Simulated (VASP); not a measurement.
## YF5: relaxation of cell and atoms with PBE

YF5:

```xyz
6
Lattice="4.2341 0.0000 0.0000 0.0000 4.2341 0.0000 0.0000 0.0000 4.8785" Properties=species:S:1:pos:R:3 pbc="T T T"
Y     2.1171    2.1171    4.1234
F     0.7671    0.0000    1.5409
F     3.4670    0.0000    1.5409
F     0.0000    0.7671    1.5409
F     0.0000    3.4670    1.5409
F     2.1171    2.1171    1.9312
```

The cell was generated, and may not be a known phase.

| Item | Value |
| --- | --- |
| Program | VASP 6.6.1 |
| Task | relaxation of cell and atoms |
| Functional | PBE |
| Potentials or basis | VASP PAW PBE potentials, release 64 (Y_sv, F) |
| Cutoff | 600 eV |
| k mesh | 4 × 4 × 4 |
| Occupations | gaussian, width 0.1 eV |
| Spin | no spin polarisation |
| Dipole correction | no |
| Further INCAR settings | ALGO = Normal; EDIFF = 1e-06; IBRION = 2; EDIFFG = -0.04; NSW = 90; ISIF = 3 |

```yaml
Relaxed_volume: 16.86 Å³/atom
Relaxed_cell: a = 4.846 Å, b = 4.846 Å, c = 4.307 Å, α = 90.00°, β = 90.00°, γ = 90.00°
Space_group_after_relaxing_to_0.1_Å: P4/mmm (No. 123)
Pressure_after_relaxing: 0.0 GPa
Largest_force_after_relaxing: 0.025 eV/Å
Band_gap_on_the_k_mesh: zero (filled and empty bands touch)
```

Forces in eV/Å, atoms in the order of the input:
```
Y    0.000  0.000  0.025
F   -0.007  0.000 -0.003
F    0.007  0.000 -0.003
F    0.000 -0.007 -0.003
F    0.000  0.007 -0.003
F    0.000  0.000 -0.011
```

Stress tensor (GPa, compression positive):
```
-0.05  0.00  0.00
 0.00 -0.05  0.00
 0.00  0.00  0.05
```

Final structure:
```
Y F
1.0
     4.84621    0.00000    0.00000
     0.00000    4.84621    0.00000
     0.00000    0.00000    4.30683
Y F
1 5
Direct
  0.50000 0.50000 0.16670
  0.68916 0.00000 0.16770
  0.31084 0.00000 0.16770
  0.00000 0.68916 0.16770
  0.00000 0.31084 0.16770
  0.50000 0.50000 0.66707
```

Levels at points of the mesh, in eV from the Fermi level:
| k point | band 19 | band 20 | band 21 | band 22 | band 23 | band 24 | band 25 | band 26 | band 27 |
| --- | --- | --- | --- | --- | --- | --- | --- | --- | --- |
| (0.00, 0.00, 0.00) | -2.60 | -1.83 | -1.83 | -0.76 | 0.01 | 0.01 | 4.61 | 4.61 | 5.15 |
| (0.50, 0.00, 0.00) | -2.94 | -1.81 | -1.64 | -1.41 | -0.05 | 0.05 | 4.53 | 4.91 | 5.39 |
| (0.50, 0.50, 0.00) | -2.48 | -1.96 | -1.96 | -1.96 | -1.25 | 1.05 | 4.87 | 4.87 | 4.92 |
| (0.00, 0.00, 0.50) | -2.69 | -1.86 | -1.86 | -0.76 | 0.01 | 0.01 | 5.50 | 5.70 | 6.48 |
| (0.50, 0.00, 0.50) | -2.93 | -1.87 | -1.68 | -1.41 | -0.04 | 0.05 | 5.63 | 5.72 | 5.98 |
| (0.50, 0.50, 0.50) | -2.60 | -1.96 | -1.96 | -1.94 | -1.27 | 1.05 | 5.07 | 5.69 | 6.39 |

Wall time 19 min on 1 thread of AMD EPYC 9R45 96-Core Processor (Zen 5) (shared host), peak memory 0.24 GiB.

Caveat: the k points lie up to 0.36 Å⁻¹ apart in the final cell; the standard files for N, O and F lose accuracy on very short bonds; the volume moved by over 15 % at a fixed basis, so the end points are rough.
